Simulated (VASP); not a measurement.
# BaTe (P4/mmm) in VASP: notebook

The runs below take BaTe through single point, with PBE.

Everything below comes from runs of VASP 6.6.1. Logs are shortened: lines on timing, memory, paths and dates and some standing lists are left out, and cuts for length are marked.

### 1 The cell of the first run

The structure is tetragonal, space group P4/mmm (No. 123). Conventional cell: a = 4.156 Å, b = 4.156 Å, c = 4.049 Å, α = 90.00°, β = 90.00°, γ = 90.00°. Ba (site symmetry 4/mmm) has 8 Te at 3.57 Å and 6 Ba at 4.05 to 4.16 Å within 4.7 Å. Within 4.7 Å of Te (site symmetry 4/mmm) lie 8 Ba at 3.57 Å and 6 Te at 4.05 to 4.16 Å.

### 2 Single point, PBE (strain -0.025 along x and y, -0.050 along z)

INCAR

```
SYSTEM = BaTe
PREC     = Accurate       ! precision mode
ENCUT    = 520            ! plane-wave cutoff, eV
EDIFF    = 1E-6           ! SCF threshold, eV
ISMEAR   = 0              ! smearing method
SIGMA    = 0.05           ! smearing width, eV
LREAL    = .False.        ! projectors in reciprocal space
LASPH    = .True.         ! aspherical terms in the spheres
NELM     = 100            ! most SCF steps
ALGO     = Normal         ! electronic algorithm
ISIF     = 2              ! what is computed and relaxed
LWAVE    = .False.        ! write WAVECAR
LCHARG   = .False.        ! write CHGCAR
GGA      = PE             ! functional
NBANDS   = 15             ! bands
```

KPOINTS

```
Automatic mesh
0
Gamma
  6 6 6
  0 0 0
```

POSCAR

```
BaTe
1.0
    4.1559043500      0.0000000000      0.0000000000
    0.0000000000      4.1559043500      0.0000000000
    0.0000000000      0.0000000000      4.0493427000
Ba Te
1 1
Direct
    0.0000000000      0.0000000000      0.0000000000
    0.5000000000      0.5000000000      0.5000000000
```

Potentials or basis: VASP PAW PBE potentials, release 64 (Ba_sv, Te).

Run with:

```console
cat potpaw_PBE.64/Ba_sv/POTCAR potpaw_PBE.64/Te/POTCAR > POTCAR
mpirun -np 1 vasp_std > vasp.out
```

OUTCAR:

```text
SYSTEM = BaTe
   PREC = Accurate
   ENCUT = 520
   EDIFF = 1E-6
   ISMEAR = 0
   LREAL = .False.
   LASPH = .True.
   NELM = 100
   ISIF = 2
   GGA = PE

 ion  position               nearest neighbor table
   1  0.000  0.000  0.000-   2 3.57   2 3.57   2 3.57   2 3.57   2 3.57   2 3.57   2 3.57   2 3.57

   2  0.500  0.500  0.500-   1 3.57   1 3.57   1 3.57   1 3.57   1 3.57   1 3.57   1 3.57   1 3.57

  LATTYP: Found a simple tetragonal cell.
 ALAT       =     4.1559043500
 C/A-ratio  =     0.9743589744

  Lattice vectors:

 A1 = (   4.1559043500,   0.0000000000,   0.0000000000)
 A2 = (   0.0000000000,   4.1559043500,   0.0000000000)
 A3 = (   0.0000000000,   0.0000000000,   4.0493427000)

Analysis of symmetry for initial positions (statically):
=====================================================================
 Subroutine PRICEL returns:
 Original cell was already a primitive cell.

 Routine SETGRP: Setting up the symmetry group for a
 simple tetragonal supercell.

 Subroutine GETGRP returns: Found 16 space group operations
 (whereof 16 operations were pure point group operations)
 out of a pool of 16 trial point group operations.

The static configuration has the point symmetry D_4h.

Analysis of symmetry for dynamics (positions and initial velocities):
=====================================================================
 Subroutine PRICEL returns:
 Original cell was already a primitive cell.

 Routine SETGRP: Setting up the symmetry group for a
 simple tetragonal supercell.

 Subroutine GETGRP returns: Found 16 space group operations
 (whereof 16 operations were pure point group operations)
 out of a pool of 16 trial point group operations.

The dynamic configuration has the point symmetry D_4h.

 Subroutine INISYM returns: Found 16 space group operations
 (whereof 16 operations are pure point group operations),
 and found     1 'primitive' translations

----------------------------------------------------------------------------------------

                                     Primitive cell

  volume of cell :      69.9384

  direct lattice vectors                    reciprocal lattice vectors
     4.155904350  0.000000000  0.000000000     0.240621515  0.000000000  0.000000000
     0.000000000  4.155904350  0.000000000     0.000000000  0.240621515  0.000000000
     0.000000000  0.000000000  4.049342700     0.000000000  0.000000000  0.246953660

  length of vectors
     4.155904350  4.155904350  4.049342700     0.240621515  0.240621515  0.246953660

  position of ions in fractional coordinates (direct lattice)
     0.000000000  0.000000000  0.000000000
     0.500000000  0.500000000  0.500000000

  ion indices of the primitive-cell ions
   primitive index   ion index
                 1           1
                 2           2

----------------------------------------------------------------------------------------

 KPOINTS: Automatic mesh

Automatic generation of k-mesh.
 Grid dimensions read from file:
 generate k-points for:    6    6    6

 Generating k-lattice:

  Cartesian coordinates                     Fractional coordinates (reciprocal lattice)
     0.040103586  0.000000000  0.000000000     0.166666667  0.000000000  0.000000000
     0.000000000  0.040103586  0.000000000     0.000000000  0.166666667  0.000000000
     0.000000000  0.000000000  0.041158943     0.000000000  0.000000000  0.166666667

  Length of vectors
     0.040103586  0.040103586  0.041158943

  Shift w.r.t. Gamma in fractional coordinates (k-lattice)
     0.000000000  0.000000000  0.000000000

 Subroutine IBZKPT returns following result:
 ===========================================

 Found     40 irreducible k-points:

 Following reciprocal coordinates:
            Coordinates               Weight
  0.000000  0.000000  0.000000      1.000000
  0.166667  0.000000  0.000000      4.000000
  0.333333  0.000000  0.000000      4.000000
  0.500000  0.000000  0.000000      2.000000
  0.166667  0.166667  0.000000      4.000000
  0.333333  0.166667  0.000000      8.000000
[... 16 lines left out ...]
[... 44 lines left out ...]
 cond. band min:       5.1270889051   @ k =   0.0000   0.0000   0.0000
 fundamental gap:      0.3458004073
 Fermi energy:         4.9541356371

 k-point     1 :       0.0000    0.0000    0.0000
  band No.  band energies     occupation
      1     -23.3678      2.00000
      2      -8.3993      2.00000
      3      -8.3993      2.00000
      4      -8.3622      2.00000
      5      -6.0922      2.00000
      6       4.1759      2.00000
      7       4.1759      2.00000
      8       4.4236      2.00000
      9       5.1271      0.00000
     10       5.1579      0.00000
     11       7.5990      0.00000
     12       9.2433      0.00000
     13       9.4511      0.00000
     14       9.4511      0.00000
     15      13.2066      0.00000

 k-point     2 :       0.1667    0.0000    0.0000
  band No.  band energies     occupation
      1     -23.3584      2.00000
      2      -8.6367      2.00000
      3      -8.3813      2.00000
      4      -8.3455      2.00000
      5      -5.8142      2.00000
      6       2.8831      2.00000
      7       3.9885      2.00000
      8       4.2578      2.00000
      9       5.3152      0.00000
     10       6.1510      0.00000
     11       8.6296      0.00000
     12       9.4367      0.00000
     13       9.5454      0.00000
     14       9.5966      0.00000
     15      11.7205      0.00000

 k-point     3 :       0.3333    0.0000    0.0000
  band No.  band energies     occupation
      1     -23.3395      2.00000
      2      -9.0206      2.00000
      3      -8.3448      2.00000
      4      -8.3117      2.00000
      5      -5.3058      2.00000
      6       1.4474      2.00000
      7       3.6383      2.00000
      8       3.9414      2.00000
      9       5.7285      0.00000
     10       7.9628      0.00000
     11       9.7563      0.00000
     12      10.0322      0.00000
     13      10.0458      0.00000
     14      10.1012      0.00000
     15      10.1039      0.00000
[... 343 lines left out ...]
 k-point    23 :       0.3333    0.0000    0.3333
  band No.  band energies     occupation
      1     -23.3037      2.00000
      2      -8.8927      2.00000
      3      -8.7580      2.00000
      4      -8.2932      2.00000
      5      -5.2847      2.00000
      6       1.9745      2.00000
      7       2.6594      2.00000
      8       4.0528      2.00000
      9       6.3153      0.00000
     10       7.7063      0.00000
     11       7.7794      0.00000
     12       9.0196      0.00000
     13       9.2916      0.00000
     14      10.6081      0.00000
     15      13.0729      0.00000

 k-point    24 :       0.5000    0.0000    0.3333
  band No.  band energies     occupation
      1     -23.2947      2.00000
      2      -8.9325      2.00000
      3      -8.7851      2.00000
      4      -8.2794      2.00000
      5      -5.3041      2.00000
      6       1.9784      2.00000
      7       2.6238      2.00000
      8       4.1854      2.00000
      9       6.0763      0.00000
     10       7.5900      0.00000
     11       7.7559      0.00000
     12       8.2438      0.00000
     13       9.9400      0.00000
     14      11.4989      0.00000
     15      12.3314      0.00000

 [... further k-points ...]
[... 5 lines left out ...]
  --------------------------------------------------------------------------------------
  -------------------------------------------------------------------------------------
  Total        1.5001044      1.5001044      2.4063057      0.0000000      0.0000000     -0.0000000
  in kB       34.3650080     34.3650080     55.1246386      0.0000000      0.0000000     -0.0000000
  external PRESSURE =      41.2848849 kB  Pullay stress =       0.0000000 kB

 VOLUME and BASIS-vectors are now :
 -----------------------------------------------------------------------------
  energy-cutoff  :      520.00
  volume of cell :       69.94
      direct lattice vectors                 reciprocal lattice vectors
     4.155904350  0.000000000  0.000000000     0.240621515  0.000000000  0.000000000
     0.000000000  4.155904350  0.000000000     0.000000000  0.240621515  0.000000000
     0.000000000  0.000000000  4.049342700     0.000000000  0.000000000  0.246953660

 POSITION                                       TOTAL-FORCE (eV/Angst)
 -----------------------------------------------------------------------------------
      0.00000      0.00000      0.00000         0.000000      0.000000      0.000000
      2.07795      2.07795      2.02467         0.000000      0.000000      0.000000
 -----------------------------------------------------------------------------------
    total drift:                                0.000000     -0.000000     -0.000000

  FREE ENERGIE OF THE ION-ELECTRON SYSTEM (eV)
  ---------------------------------------------------
  free  energy   TOTEN  =        -8.1908300181 eV

  energy  without entropy=       -8.1908300164  energy(sigma->0) =       -8.19083002
```

Wall time 13 s (1 thread of Intel Xeon 6975P-C (Granite Rapids), shared host); peak memory 0.2 GiB.

What came out:

```
Free energy            : -8.1908 eV
Pressure               : 4.1 GPa
Band gap on the k mesh : 0.35 eV, indirect (least direct gap 0.66 eV)
```

Caveat: the cell differs from its parent crystal (strain -0.025 along x and y, -0.050 along z); spin-orbit coupling is left out, which moves the levels of the heavy elements.

### 3 Single point, PBE (strain +0.000 along x and y, -0.050 along z)

INCAR

```
SYSTEM = BaTe
ALGO     = Normal         ! electronic algorithm
EDIFF    = 1E-6           ! SCF threshold, eV
ENCUT    = 520            ! plane-wave cutoff, eV
GGA      = PE             ! functional
ISIF     = 2              ! what is computed and relaxed
ISMEAR   = 0              ! smearing method
LASPH    = .TRUE.         ! aspherical terms in the spheres
LCHARG   = .FALSE.        ! write CHGCAR
LREAL    = .FALSE.        ! projectors in reciprocal space
LWAVE    = .FALSE.        ! write WAVECAR
NBANDS   = 15             ! bands
NELM     = 60             ! most SCF steps
PREC     = Accurate       ! precision mode
SIGMA    = 0.05           ! smearing width, eV
```

KPOINTS

```
k-points
0
G
  6 6 6
  0 0 0
```

POSCAR

```
BaTe
1.0
    4.2624660000      0.0000000000      0.0000000000
    0.0000000000      4.2624660000      0.0000000000
    0.0000000000      0.0000000000      4.0493427000
Ba Te
1 1
Direct
    0.0000000000      0.0000000000      0.0000000000
    0.5000000000      0.5000000000      0.5000000000
```

Potentials or basis: VASP PAW PBE potentials, release 64 (Ba_sv, Te).

Run with:

```console
cat potpaw_PBE.64/Ba_sv/POTCAR potpaw_PBE.64/Te/POTCAR > POTCAR
mpirun -np 1 vasp_std > vasp.out
```

It took 12 s on 1 thread of Intel Xeon 6975P-C (Granite Rapids), shared host; peak memory 0.2 GiB.

The run converged. Its results:

- Free energy: -8.2352 eV
- Pressure: 1.9 GPa
- Band gap on the k mesh: 0.32 eV, indirect (least direct gap 0.50 eV)

Stress tensor (GPa, compression positive):
```
0.57 0.00 0.00
0.00 0.57 0.00
0.00 0.00 4.52
```

Levels at points of the mesh, in eV from the valence-band top:
| k point | band 6 | band 7 | band 8 | band 9 | band 10 | band 11 |
| --- | --- | --- | --- | --- | --- | --- |
| (0.00, 0.00, 0.00) | -0.82 | -0.82 | -0.34 | 0.32 | 0.36 | 2.38 |
| (0.50, 0.00, 0.00) | -3.87 | -1.46 | -0.87 | 1.12 | 4.41 | 4.62 |
| (0.50, 0.50, 0.00) | -2.42 | -2.42 | 0.00 | 0.50 | 2.65 | 2.93 |
| (0.00, 0.00, 0.50) | -3.86 | -1.36 | -1.36 | 1.34 | 4.41 | 4.64 |
| (0.50, 0.00, 0.50) | -2.52 | -2.33 | -0.42 | 0.70 | 2.07 | 2.33 |
| (0.50, 0.50, 0.50) | -3.43 | -3.39 | -3.39 | 4.52 | 4.52 | 4.81 |

Caveat: the cell differs from its parent crystal (strain +0.000 along x and y, -0.050 along z); spin-orbit coupling is left out, which moves the levels of the heavy elements. A k mesh can miss the band edges.

### 4 Single point, PBE (strain -0.025 along x and y, +0.000 along z)

INCAR

```
PREC = Accurate
ENCUT = 520
EDIFF = 1E-6
ISMEAR = 0
SIGMA = 0.05
LREAL = False
LASPH = True
NELM = 80
ALGO = Normal
ISIF = 2
LWAVE = False
LCHARG = False
GGA = PE
NBANDS = 15
```

KPOINTS

```
regular mesh
0
Gamma
  6 6 6
```

POSCAR

```
BaTe
1.0
    4.1559043500      0.0000000000      0.0000000000
    0.0000000000      4.1559043500      0.0000000000
    0.0000000000      0.0000000000      4.2624660000
Ba Te
1 1
Direct
    0.0000000000      0.0000000000      0.0000000000
    0.5000000000      0.5000000000      0.5000000000
```

Run with:

```console
cat potpaw_PBE.64/Ba_sv/POTCAR potpaw_PBE.64/Te/POTCAR > POTCAR
mpirun -np 1 vasp_std > vasp.out
```

It took 12 s on 1 thread of Intel Xeon 6975P-C (Granite Rapids), shared host; peak memory 0.2 GiB.

The run converged. Its results:

```
Free energy            : -8.2592 eV
Pressure               : 1.9 GPa
Band gap on the k mesh : 0.57 eV, indirect (least direct gap 0.83 eV)
```

Stress tensor (GPa, compression positive):
```
2.50 0.00 0.00
0.00 2.50 0.00
0.00 0.00 0.61
```

Levels at points of the mesh, in eV from the valence-band top:
```tsv
k point	band 4	band 5	band 6	band 7	band 8	band 9	band 10	band 11	band 12	band 13
(0.00, 0.00, 0.00)	-13.15	-10.61	-0.60	-0.37	-0.37	0.57	0.60	2.58	4.51	4.51
(0.50, 0.00, 0.00)	-13.08	-9.72	-3.64	-1.19	-0.90	1.46	4.66	4.97	5.14	5.18
(0.50, 0.50, 0.00)	-13.06	-9.96	-2.19	-2.19	-0.20	0.93	2.31	2.68	2.68	6.46
(0.00, 0.00, 0.50)	-13.10	-9.75	-3.64	-0.95	-0.95	1.37	4.75	4.84	5.06	5.13
(0.50, 0.00, 0.50)	-13.05	-10.02	-2.24	-2.15	0.00	0.83	2.59	2.85	2.96	6.24
(0.50, 0.50, 0.50)	-13.42	-9.57	-3.18	-3.18	-3.17	4.75	4.88	4.88	6.42	6.44
```

Caveat: the cell differs from its parent crystal (strain -0.025 along x and y, +0.000 along z); spin-orbit coupling is left out, which moves the levels of the heavy elements. A k mesh can miss the band edges.

### 5 Single point, PBE (strain +0.000 along x and y, -0.025 along z)

INCAR

```
SYSTEM = BaTe
  PREC = Accurate
  ENCUT = 520
  EDIFF = 1E-6
  ISMEAR = 0
  SIGMA = 0.05
  LREAL = .FALSE.
  LASPH = .TRUE.
  NELM = 80
  ALGO = Normal
  ISIF = 2
  LWAVE = .FALSE.
  LCHARG = .TRUE.
  GGA = PE
  LELF = .TRUE.
  LVHAR = .TRUE.
  NBANDS = 15
```

KPOINTS

```
Automatic mesh
0
G
  6 6 6
  0 0 0
```

POSCAR

```
BaTe
1.0
    4.2624660000      0.0000000000      0.0000000000
    0.0000000000      4.2624660000      0.0000000000
    0.0000000000      0.0000000000      4.1559043500
Ba Te
1 1
Direct
    0.0000000000      0.0000000000      0.0000000000
    0.5000000000      0.5000000000      0.5000000000
```

Run with:

```console
cat potpaw_PBE.64/Ba_sv/POTCAR potpaw_PBE.64/Te/POTCAR > POTCAR
mpirun -np 1 vasp_std > vasp.out
```

It took 11 s on 1 thread of Intel Xeon 6975P-C (Granite Rapids), shared host; peak memory 0.2 GiB.

The run converged. Its results:

| Property | Result |
| --- | --- |
| Free energy | -8.2754 eV |
| Pressure | 0.9 GPa |
| Band gap on the k mesh | 0.57 eV, indirect (least direct gap 0.75 eV) |

Stress tensor (GPa, compression positive):
```
0.28 0.00 0.00
0.00 0.28 0.00
0.00 0.00 2.15
```

Levels at points of the mesh, in eV from the valence-band top:
| k point | band 5 | band 6 | band 7 | band 8 | band 9 | band 10 | band 11 | band 12 |
| --- | --- | --- | --- | --- | --- | --- | --- | --- |
| (0.00, 0.00, 0.00) | -10.59 | -0.59 | -0.59 | -0.36 | 0.57 | 0.59 | 2.37 | 4.33 |
| (0.50, 0.00, 0.00) | -9.79 | -3.61 | -1.15 | -0.87 | 1.37 | 4.64 | 4.79 | 4.89 |
| (0.50, 0.50, 0.00) | -10.04 | -2.22 | -2.22 | 0.00 | 0.75 | 2.59 | 2.92 | 2.92 |
| (0.00, 0.00, 0.50) | -9.76 | -3.60 | -1.10 | -1.10 | 1.47 | 4.64 | 4.80 | 4.95 |
| (0.50, 0.00, 0.50) | -9.98 | -2.26 | -2.17 | -0.20 | 0.86 | 2.31 | 2.64 | 2.75 |
| (0.50, 0.50, 0.50) | -9.60 | -3.15 | -3.13 | -3.13 | 4.64 | 4.64 | 4.77 | 6.24 |

Caveat: the cell differs from its parent crystal (strain +0.000 along x and y, -0.025 along z); spin-orbit coupling is left out, which moves the levels of the heavy elements. A k mesh can miss the band edges.

### 6 Single point, PBE (strain +0.000 along x and y, +0.025 along z)

INCAR

```
SYSTEM = BaTe
PREC = Accurate
ENCUT = 520
EDIFF = 1E-6
ISMEAR = 0
SIGMA = 0.05
LREAL = .FALSE.
LASPH = .TRUE.
NELM = 100
ALGO = Normal
ISIF = 2
LWAVE = .FALSE.
LCHARG = .FALSE.
GGA = PE
NBANDS = 15
```

KPOINTS is that of step 5.

POSCAR, as its differences from that of step 5:

```diff
@@ -4,3 +4,3 @@
     0.0000000000      4.2624660000      0.0000000000
-    0.0000000000      0.0000000000      4.1559043500
+    0.0000000000      0.0000000000      4.3690276500
 Ba Te
```

Potentials or basis: VASP PAW PBE potentials, release 64 (Ba_sv, Te).

Run with:

```console
cat potpaw_PBE.64/Ba_sv/POTCAR potpaw_PBE.64/Te/POTCAR > POTCAR
mpirun -np 1 vasp_std > vasp.out
```

It took 11 s on 1 thread of Intel Xeon 6975P-C (Granite Rapids), shared host; peak memory 0.2 GiB.

It converged, with:

| Property | Result |
| --- | --- |
| Free energy | -8.2778 eV |
| Pressure | -0.7 GPa |
| Band gap on the k mesh | 0.76 eV, indirect (least direct gap 0.90 eV) |

Stress tensor (GPa, compression positive):
```
-0.12  0.00  0.00
 0.00 -0.12  0.00
 0.00  0.00 -1.83
```

Levels at points of the mesh, in eV from the valence-band top:
```tsv
k point	band 5	band 6	band 7	band 8	band 9	band 10	band 11	band 12
(0.00, 0.00, 0.00)	-10.35	-0.57	-0.37	-0.37	0.75	0.78	2.18	4.36
(0.50, 0.00, 0.00)	-9.67	-3.35	-1.05	-0.79	1.57	4.65	4.76	4.83
(0.50, 0.50, 0.00)	-9.79	-2.06	-2.06	-0.18	1.01	2.25	2.71	2.71
(0.00, 0.00, 0.50)	-9.70	-3.36	-0.84	-0.84	1.48	4.57	4.76	4.84
(0.50, 0.00, 0.50)	-9.84	-2.10	-2.03	0.00	0.90	2.50	2.86	2.97
(0.50, 0.50, 0.50)	-9.47	-2.86	-2.86	-2.85	4.53	4.62	4.62	5.97
```

Caveat: the cell differs from its parent crystal (strain +0.000 along x and y, +0.025 along z); spin-orbit coupling is left out, which moves the levels of the heavy elements. A k mesh can miss the band edges.

### 7 The runs side by side

```tsv
cell	gap on the mesh (eV)	pressure (GPa)
a = 4.156, b = 4.156, c = 4.049 Å, 2 atoms	0.35	4.1
a = 4.262, b = 4.262, c = 4.049 Å, 2 atoms	0.32	1.9
a = 4.156, b = 4.156, c = 4.262 Å, 2 atoms	0.57	1.9
a = 4.262, b = 4.262, c = 4.156 Å, 2 atoms	0.57	0.9
a = 4.262, b = 4.262, c = 4.369 Å, 2 atoms	0.76	-0.7
```

Alike in all rows: task single point; level PBE; potentials or basis VASP PAW PBE potentials, release 64 (Ba_sv, Te); no spin polarisation; k mesh 6 × 6 × 6; cutoff (eV) 520; smearing gaussian 0.05 eV.

Caveats: spin-orbit coupling is left out, which moves the levels of the heavy elements.

Absolute energies hang on the potentials; compare differences alone.
